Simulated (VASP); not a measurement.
Wanted: the native input for a VASP 6.6.1 run.

| Property | Result |
| --- | --- |
| Task | single point |
| Functional | PBE |
| Potentials or basis | VASP PAW PBE potentials, release 64 (Hg_sv_GW) |
| Cutoff | 500 eV |
| k mesh | 1 × 2 × 4 |
| Occupations | gaussian, width 0.52 eV |
| Spin | non-collinear spin, zero start, spin-orbit coupling |
| Starting moments | [[0.0, 0.0, 0.0]] μB |
| Dipole correction | no |
| Second run | valence_matched |
| Further INCAR settings | ALGO = Normal; EDIFF = 1e-06; NBANDS = 31; ISYM = -1 |

The structure of Hg lies in POSCAR:

```
Hg
1.0
    0.0000000000      2.5697190662      2.5697190662
    2.5697190662      0.0000000000      2.5697190662
    2.5697190662      2.5697190662      0.0000000000
Hg
1
Direct
    0.0000000000      0.0000000000      0.0000000000
```

One way to write it, as run:

INCAR

```
SYSTEM = Hg
PREC = Accurate ; ENCUT = 500
EDIFF = 1E-6 ; ISMEAR = 0
SIGMA = 0.52 ; LREAL = .FALSE.
LASPH = .TRUE. ; NELM = 200
ALGO = Normal ; ISIF = 2
LWAVE = .FALSE. ; LCHARG = .FALSE.
MAGMOM = 0 0 0 ; LORBIT = 11
LSORBIT = .TRUE. ; GGA_COMPAT = .FALSE.
LORBMOM = .TRUE. ; GGA = PE
NBANDS = 31 ; ISYM = -1
```

KPOINTS

```
regular mesh
0
G
  1 2 4
  0 0 0
```

Potentials or basis: VASP PAW PBE potentials, release 64 (Hg_sv_GW).

Run with:

```console
$ cat potpaw_PBE.64/Hg_sv_GW/POTCAR > POTCAR
$ mpirun -np 1 vasp_ncl > vasp.out
```

It gave:

- Pressure: -6.5 GPa
- Net moment: 0.00 μB per cell
- Valence electrons inside the program's atomic spheres: Hg 17.70

Caveat: the k points lie up to 2.12 Å⁻¹ apart.

It took 18 s on 1 thread of Intel(R) Xeon(R) Platinum 8488C (Sapphire Rapids) (shared host), peak memory 0.24 GiB.
